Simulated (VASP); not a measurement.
Write the native input for VASP 6.6.1 that does the following.

```
Task                   : single point
Functional             : r2SCAN
Potentials or basis    : VASP PAW PBE potentials, release 64 (B)
Cutoff                 : 520 eV
k mesh                 : 32 × 32 × 32
Occupations            : gaussian, width 0.1 eV
Spin                   : no spin polarisation
Dipole correction      : no
Further INCAR settings : ALGO = Normal; EDIFF = 1e-06; NBANDS = 8
```

The system is B.

```
CELL_PARAMETERS angstrom
0.00000 1.42764 1.42764
1.42764 0.00000 1.42764
1.42764 1.42764 0.00000
ATOMIC_POSITIONS crystal
B 0.00000 0.00000 0.00000
```

These files were run (other wordings do the same):

POSCAR

```
B
1.0
    0.0000000000      1.4276401126      1.4276401126
    1.4276401126      0.0000000000      1.4276401126
    1.4276401126      1.4276401126      0.0000000000
B
1
Direct
    0.0000000000      0.0000000000      0.0000000000
```

INCAR.step1

```
  PREC = Accurate
  ENCUT = 520
  ISMEAR = 0
  SIGMA = 0.1
  LREAL = False
  LASPH = True
  NELM = 60
  NBANDS = 8
  GGA = PE
  ALGO = Normal
  EDIFF = 1E-4
  LWAVE = True
  LCHARG = False
```

INCAR.step2

```
  PREC = Accurate
  ENCUT = 520
  EDIFF = 1E-6
  ISMEAR = 0
  SIGMA = 0.1
  LREAL = False
  LASPH = True
  NELM = 60
  ALGO = Normal
  ISIF = 2
  LWAVE = False
  LCHARG = False
  METAGGA = R2SCAN
  LMIXTAU = True
  NBANDS = 8
  ISTART = 1
```

KPOINTS

```
Automatic mesh
0
Gamma
  32 32 32
```

Potentials or basis: VASP PAW PBE potentials, release 64 (B).

The run is started by

```console
$ cat potpaw_PBE.64/B/POTCAR > POTCAR
$ cp INCAR.step1 INCAR
$ mpirun -np 1 vasp_std > vasp.out
$ cp INCAR.step2 INCAR
$ mpirun -np 1 vasp_std > vasp.out
```

It gave:

The pressure is -0.3 GPa.

Caveat: the PAW data sets were made with another functional, which shifts forces and pressure a little.

Wall time 34 s on 1 thread of Intel(R) Xeon(R) 6975P-C (Granite Rapids), on a shared host, peak memory 0.14 GiB.
